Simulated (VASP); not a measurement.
A run of VASP 6.6.1:

POSCAR

```
NaH
1.0
    0.0000000000      2.4400000000      2.4400000000
    2.4400000000      0.0000000000      2.4400000000
    2.4400000000      2.4400000000      0.0000000000
Na H
1 1
Direct
   -0.0125970000      0.0013660000      0.0060060000
    0.5005580000      0.4984190000      0.5048660000
```

The input INCAR.step1:

```
SYSTEM = NaH
  PREC = Accurate
  ENCUT = 520
  ISMEAR = 1
  SIGMA = 0.025
  LREAL = .FALSE.
  LASPH = .TRUE.
  NELM = 60
  NBANDS = 11
  GGA = PE
  ALGO = Normal
  EDIFF = 1E-4
  LWAVE = .TRUE.
  LCHARG = .FALSE.
```

The input INCAR.step2:

```
SYSTEM = NaH
  PREC = Accurate
  ENCUT = 520
  EDIFF = 1E-6
  ISMEAR = 1
  SIGMA = 0.025
  LREAL = .FALSE.
  LASPH = .TRUE.
  NELM = 60
  ALGO = Normal
  ISIF = 2
  LWAVE = .FALSE.
  LCHARG = .TRUE.
  METAGGA = R2SCAN
  LMIXTAU = .TRUE.
  LELF = .TRUE.
  LVHAR = .TRUE.
  NBANDS = 11
  ISTART = 1
```

File KPOINTS:

```
regular mesh
0
G
  7 7 7
  0 0 0
```

Potentials or basis: VASP PAW PBE potentials, release 64 (Na_pv, H).

Command:

```sh
$ cat potpaw_PBE.64/Na_pv/POTCAR potpaw_PBE.64/H/POTCAR > POTCAR
$ cp INCAR.step1 INCAR
$ mpirun -np 1 vasp_std > vasp.out
$ cp INCAR.step2 INCAR
$ mpirun -np 1 vasp_std > vasp.out
```

Hardware: 1 thread of Intel(R) Xeon(R) Platinum 8259CL CPU @ 2.50GHz (Skylake/Cascade Lake), with other jobs on the host.

Problem. How long does it take, and how much memory?

Solution. It took 2.7 min on 1 thread of Intel(R) Xeon(R) Platinum 8259CL CPU @ 2.50GHz (Skylake/Cascade Lake), with other jobs on the host, peak memory 0.19 GiB. Counts: k points 172.
